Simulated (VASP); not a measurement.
# BaZnSbF (P4/nmm) in VASP: notebook, part 2 of 2

VASP 6.6.1. Earlier steps stand in the parts before.

### 4 Single point, PBE (strained)

INCAR reads:

```
SYSTEM = BaZnSbF
PREC = Accurate
ENCUT = 520
EDIFF = 1E-6
ISMEAR = 0
SIGMA = 0.1
LREAL = .False.
LASPH = .True.
NELM = 60
ALGO = Normal
ISIF = 2
LWAVE = .False.
LCHARG = .True.
GGA = PE
LELF = .True.
LVHAR = .True.
NBANDS = 44
```

KPOINTS reads:

```
regular mesh
0
Gamma
  8 8 4
  0 0 0
```

POSCAR reads:

```
BaZnSbF
1.0
    4.2922839015      0.0000000000      0.0000000000
    0.0000000000      4.2922839015      0.0000000000
    0.0000000000      0.0000000000      9.7504533719
Ba Zn Sb F
2 2 2 2
Direct
    0.0000000000      0.5000000000      0.3334727227
    0.5000000000      0.0000000000      0.6665272773
    0.5000000000      0.5000000000      0.0000000000
    0.0000000000      0.0000000000      0.0000000000
    0.5000000000      0.0000000000      0.1769213353
    0.0000000000      0.5000000000      0.8230786647
    0.5000000000      0.5000000000      0.5000000000
    0.0000000000      0.0000000000      0.5000000000
```

Potentials or basis: VASP PAW PBE potentials, release 64 (Ba_sv, Zn, Sb, F).

Started as:

```bash
cat potpaw_PBE.64/Ba_sv/POTCAR potpaw_PBE.64/Zn/POTCAR potpaw_PBE.64/Sb/POTCAR potpaw_PBE.64/F/POTCAR > POTCAR
mpirun -np 1 vasp_std > vasp.out
```

OUTCAR:

```text
SYSTEM = BaZnSbF
   PREC = Accurate
   ENCUT = 520
   EDIFF = 1E-6
   ISMEAR = 0
   LREAL = .False.
   LASPH = .True.
   NELM = 60
   ISIF = 2
   GGA = PE

 ion  position               nearest neighbor table
   1  0.000  0.500  0.333-   7 2.69   8 2.69   8 2.69   7 2.69   5 3.40   5 3.40   5 3.40   5 3.40
                             3 3.90   4 3.90   4 3.90   3 3.90   2 4.44   2 4.44   2 4.44   2 4.44
   2  0.500  0.000  0.667-   7 2.69   8 2.69   7 2.69   8 2.69   6 3.40   6 3.40   6 3.40   6 3.40
                             4 3.90   3 3.90   4 3.90   3 3.90   1 4.44   1 4.44   1 4.44   1 4.44
   3  0.500  0.500  0.000-   5 2.75   6 2.75   5 2.75   6 2.75   4 3.04   4 3.04   4 3.04   4 3.04
                             1 3.90   2 3.90   2 3.90   1 3.90
[... 1353 lines left out ...]
  external PRESSURE =      48.5858602 kB  Pullay stress =       0.0000000 kB

 VOLUME and BASIS-vectors are now :
 -----------------------------------------------------------------------------
  energy-cutoff  :      520.00
  volume of cell :      179.64
      direct lattice vectors                 reciprocal lattice vectors
     4.292283902  0.000000000  0.000000000     0.232976202  0.000000000  0.000000000
     0.000000000  4.292283902  0.000000000     0.000000000  0.232976202  0.000000000
     0.000000000  0.000000000  9.750453372     0.000000000  0.000000000  0.102559334

 POSITION                                       TOTAL-FORCE (eV/Angst)
 -----------------------------------------------------------------------------------
      0.00000      2.14614      3.25151         0.000000      0.000000      1.055100
      2.14614      0.00000      6.49894        -0.000000      0.000000     -1.055100
      2.14614      2.14614      0.00000         0.000000      0.000000     -0.000000
      0.00000      0.00000      0.00000        -0.000000     -0.000000     -0.000000
      2.14614      0.00000      1.72506        -0.000000      0.000000     -0.815731
      0.00000      2.14614      8.02539        -0.000000     -0.000000      0.815731
      2.14614      2.14614      4.87523         0.000000      0.000000     -0.000000
      0.00000      0.00000      4.87523        -0.000000      0.000000     -0.000000
 -----------------------------------------------------------------------------------
    total drift:                                0.000000     -0.000000     -0.000000

  FREE ENERGIE OF THE ION-ELECTRON SYSTEM (eV)
  ---------------------------------------------------
  free  energy   TOTEN  =       -31.6693563358 eV

  energy  without entropy=      -31.6664920253  energy(sigma->0) =      -31.66792418
```

It took 5.4 min on 1 thread of Intel Xeon Platinum 8259CL at 2.50GHz (Skylake/Cascade Lake), shared host; peak memory 0.5 GiB.

What came out:

```yaml
Free_energy: -31.6694 eV
Pressure: 4.9 GPa
Largest_force: 1.055 eV/Å
Band_gap_on_the_k_mesh: zero (bands 34 and 35 overlap by 0.02 eV)
```

Forces on the atoms (eV/Å):
```
Ba   0.000  0.000  1.055
Ba   0.000  0.000 -1.055
Zn   0.000  0.000  0.000
Zn   0.000  0.000  0.000
Sb   0.000  0.000 -0.816
Sb   0.000  0.000  0.816
F    0.000  0.000  0.000
F    0.000  0.000  0.000
```

Caveat: the cell differs from its parent crystal (strained); the cell stands under pressure; semilocal functionals underestimate gaps, and a narrow one can read as zero; spin-orbit coupling is left out, which moves the levels of the heavy elements; forces of over 1 eV/Å act on the atoms, so gaps and moduli don't describe the material at rest.

### 5 Single point, PBE

This run uses another cell than the first one, of 24.08 Å³/atom.

INCAR reads:

```
ALGO     = Normal         # electronic algorithm
EDIFF    = 1E-6           # SCF threshold, eV
ENCUT    = 520            # plane-wave cutoff, eV
GGA      = PE             # functional
ISIF     = 2              # what is computed and relaxed
ISMEAR   = 0              # smearing method
LASPH    = T              # aspherical terms in the spheres
LCHARG   = F              # write CHGCAR
LREAL    = F              # projectors in reciprocal space
LWAVE    = F              # write WAVECAR
NBANDS   = 44             # bands
NELM     = 80             # most SCF steps
PREC     = Accurate       # precision mode
SIGMA    = 0.1            # smearing width, eV
```

KPOINTS reads:

```
k-points
0
Gamma
  8 8 4
```

POSCAR reads:

```
BaZnSbF
1.0
    4.4383500000      0.0000000000      0.0000000000
    0.0000000000      4.4383500000      0.0000000000
    0.0000000000      0.0000000000      9.7789100000
Ba Zn Sb F
2 2 2 2
Direct
    0.0000000000      0.5000000000      0.3507900000
    0.5000000000      0.0000000000      0.6492100000
    0.5000000000      0.5000000000      0.0000000000
    0.0000000000      0.0000000000      0.0000000000
    0.5000000000      0.0000000000      0.1660400000
    0.0000000000      0.5000000000      0.8339600000
    0.5000000000      0.5000000000      0.5000000000
    0.0000000000      0.0000000000      0.5000000000
```

Potentials or basis: VASP PAW PBE potentials, release 64 (Ba_sv, Zn, Sb, F).

Started as:

```bash
cat potpaw_PBE.64/Ba_sv/POTCAR potpaw_PBE.64/Zn/POTCAR potpaw_PBE.64/Sb/POTCAR potpaw_PBE.64/F/POTCAR > POTCAR
mpirun -np 1 vasp_std > vasp.out
```

OUTCAR:

```text
EDIFF = 1E-6
   ENCUT = 520
   GGA = PE
   ISIF = 2
   ISMEAR = 0
   LASPH = T
   LREAL = F
   NELM = 80
   PREC = Accurate

 ion  position               nearest neighbor table
   1  0.000  0.500  0.351-   7 2.66   8 2.66   8 2.66   7 2.66   5 3.62   5 3.62   5 3.62   5 3.62
                             2 4.29   2 4.29   2 4.29   2 4.29
   2  0.500  0.000  0.649-   7 2.66   8 2.66   7 2.66   8 2.66   6 3.62   6 3.62   6 3.62   6 3.62
                             1 4.29   1 4.29   1 4.29   1 4.29
   3  0.500  0.500  0.000-   5 2.75   6 2.75   5 2.75   6 2.75
   4  0.000  0.000  0.000-   5 2.75   6 2.75   6 2.75   5 2.75
   5  0.500  0.000  0.166-   3 2.75   4 2.75   3 2.75   4 2.75   1 3.62   1 3.62   1 3.62   1 3.62
[... 1349 lines left out ...]
  in kB       20.8325452     20.8325452     19.5360253      0.0000000      0.0000000      0.0000000
  external PRESSURE =      20.4003719 kB  Pullay stress =       0.0000000 kB

 VOLUME and BASIS-vectors are now :
 -----------------------------------------------------------------------------
  energy-cutoff  :      520.00
  volume of cell :      192.63
      direct lattice vectors                 reciprocal lattice vectors
     4.438350000  0.000000000  0.000000000     0.225308955  0.000000000  0.000000000
     0.000000000  4.438350000  0.000000000     0.000000000  0.225308955  0.000000000
     0.000000000  0.000000000  9.778910000     0.000000000  0.000000000  0.102260886

 POSITION                                       TOTAL-FORCE (eV/Angst)
 -----------------------------------------------------------------------------------
      0.00000      2.21917      3.43034         0.000000      0.000000     -0.236529
      2.21917      0.00000      6.34857         0.000000      0.000000      0.236529
      2.21917      2.21917      0.00000         0.000000      0.000000      0.000000
      0.00000      0.00000      0.00000         0.000000      0.000000      0.000000
      2.21917      0.00000      1.62369         0.000000     -0.000000      0.139539
      0.00000      2.21917      8.15522         0.000000     -0.000000     -0.139539
      2.21917      2.21917      4.88945         0.000000      0.000000      0.000000
      0.00000      0.00000      4.88945         0.000000     -0.000000      0.000000
 -----------------------------------------------------------------------------------
    total drift:                                0.000000      0.000000      0.000000

  FREE ENERGIE OF THE ION-ELECTRON SYSTEM (eV)
  ---------------------------------------------------
  free  energy   TOTEN  =       -32.1755524296 eV

  energy  without entropy=      -32.1720401030  energy(sigma->0) =      -32.17379627
```

OSZICAR:

```text
N       E                     dE             d eps       ncg     rms          rms(c)
DAV:   1     0.669400757695E+03    0.66940E+03   -0.29716E+04  3960   0.156E+03
DAV:   2     0.539294139731E+02   -0.61547E+03   -0.58445E+03  4460   0.382E+02
DAV:   3    -0.305480297311E+02   -0.84477E+02   -0.83744E+02  4488   0.155E+02
DAV:   4    -0.349193182077E+02   -0.43713E+01   -0.43557E+01  5588   0.297E+01
DAV:   5    -0.350198769922E+02   -0.10056E+00   -0.10050E+00  5612   0.448E+00    0.108E+01
DAV:   6    -0.321480400285E+02    0.28718E+01   -0.11192E+01  5384   0.332E+01    0.620E+00
DAV:   7    -0.321933581000E+02   -0.45318E-01   -0.19788E+00  4716   0.777E+00    0.358E+00
DAV:   8    -0.321789669895E+02    0.14391E-01   -0.26887E-01  4872   0.254E+00    0.104E+00
DAV:   9    -0.321728207044E+02    0.61463E-02   -0.58791E-02  5216   0.126E+00    0.239E-01
DAV:  10    -0.321751590199E+02   -0.23383E-02   -0.11920E-02  4792   0.608E-01    0.138E-01
DAV:  11    -0.321753731006E+02   -0.21408E-03   -0.24111E-03  5224   0.270E-01    0.507E-02
DAV:  12    -0.321755457580E+02   -0.17266E-03   -0.50917E-04  4428   0.103E-01    0.122E-02
DAV:  13    -0.321755518862E+02   -0.61282E-05   -0.28223E-05  5368   0.236E-02    0.630E-03
DAV:  14    -0.321755524296E+02   -0.54336E-06   -0.61685E-06  4544   0.125E-02
   1 F= -.32175552E+02 E0= -.32173796E+02  d E =-.351233E-02
```

Run time: 6.2 min. Hardware: 1 thread of Intel Xeon Platinum 8259CL at 2.50GHz (Skylake/Cascade Lake), shared host; peak memory 0.55 GiB.

What came out:

| Item | Value |
| --- | --- |
| Free energy | -32.1756 eV |
| Pressure | 2.0 GPa |
| Largest force | 0.237 eV/Å |
| Band gap on the k mesh | zero (bands 34 and 35 overlap by 0.01 eV) |

Forces in eV/Å, atoms in the order of the input:
```
Ba   0.000  0.000 -0.237
Ba   0.000  0.000  0.237
Zn   0.000  0.000  0.000
Zn   0.000  0.000  0.000
Sb   0.000  0.000  0.140
Sb   0.000  0.000 -0.140
F    0.000  0.000  0.000
F    0.000  0.000  0.000
```

Levels at points of the mesh, in eV from the Fermi level:
```
           k point  band 32  band 33  band 34  band 35  band 36  band 37
(0.00, 0.00, 0.00)    -0.85    -0.51    -0.03    -0.03     1.24     1.99
(0.50, 0.00, 0.00)    -1.43    -0.86    -0.86     1.44     1.44     2.29
(0.50, 0.50, 0.00)    -2.64    -2.53    -2.53     1.69     1.69     1.82
(0.00, 0.00, 0.50)    -1.19    -0.46    -0.05    -0.05     1.37     1.48
(0.50, 0.00, 0.50)    -1.34    -0.85    -0.85     1.49     1.49     2.34
(0.50, 0.50, 0.50)    -2.64    -2.52    -2.52     1.87     1.87     2.09
```

Caveat: semilocal functionals underestimate gaps, and a narrow one can read as zero; spin-orbit coupling is left out, which moves the levels of the heavy elements.

### 6 The runs side by side

| cell | gap on the mesh (eV) | pressure (GPa) | largest force (eV/Å) |
| --- | --- | --- | --- |
| a = 4.376, b = 4.376, c = 9.054 Å, 8 atoms, atomic positions A | none | 11.1 | 2.55 |
| a = 4.265, b = 4.265, c = 9.544 Å, 8 atoms, atomic positions B | none | 8.1 | 1.95 |
| a = 4.292, b = 4.292, c = 9.750 Å, 8 atoms, atomic positions C | none | 4.9 | 1.06 |
| a = 4.438, b = 4.438, c = 9.779 Å, 8 atoms, atomic positions D | none | 2.0 | 0.24 |

Alike in all rows: task single point; level PBE; potentials or basis VASP PAW PBE potentials, release 64 (Ba_sv, Zn, Sb, F); no spin polarisation; k mesh 8 × 8 × 4; cutoff (eV) 520; smearing gaussian 0.1 eV.

Caveats: semilocal functionals underestimate gaps, and a narrow one can read as zero; spin-orbit coupling is left out, which moves the levels of the heavy elements; forces of over 1 eV/Å act on the atoms, so gaps and moduli don't describe the material at rest (at least some runs); the cell stands under pressure (at least some runs); the stress differs along the axes, from 4 to 10 GPa (at least some runs).

Total energies depend on the potentials used, so only differences within one code and one set of settings carry meaning.
